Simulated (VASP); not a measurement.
Here is a VASP 6.6.1 calculation.

Contents of INCAR:

```
SYSTEM = GaP
  PREC = Accurate
  ENCUT = 520
  EDIFF = 1E-6
  ISMEAR = -1
  SIGMA = 0.05
  LREAL = .FALSE.
  LASPH = .TRUE.
  NELM = 80
  ALGO = Normal
  ISIF = 2
  LWAVE = .FALSE.
  LCHARG = .TRUE.
  GGA = PS
  LELF = .TRUE.
  LVHAR = .TRUE.
  NBANDS = 26
```

The input KPOINTS:

```
regular mesh
0
G
  8 8 8
  0 0 0
```

The input POSCAR:

```
GaP
1.0
    1.9811231871      1.1438020054      6.5569364368
   -1.9811231871      1.1438020054      6.5569364368
    0.0000000000     -2.2876040107      6.5569364368
Ga P
2 2
Direct
    0.5646280000      0.5646280000      0.5646280000
    0.4353720000      0.4353720000      0.4353720000
    0.9426110000      0.9426110000      0.9426110000
    0.0573890000      0.0573890000      0.0573890000
```

Potentials or basis: VASP PAW PBE potentials, release 64 (Ga_d, P).

The run is started by

```console
$ cat potpaw_PBE.64/Ga_d/POTCAR potpaw_PBE.64/P/POTCAR > POTCAR
$ mpirun -np 1 vasp_std > vasp.out
```

(1) Estimate the band gap on the k mesh.

(2) What does it give for the largest force?

(3) What does it give for the pressure?

Answers

(1) 0.70 eV, indirect (least direct gap 0.87 eV).

(2) 0.056 eV/Å.

(3) -6.2 GPa.

Caveat: the PAW data sets were made with another functional, which shifts forces and pressure a little.
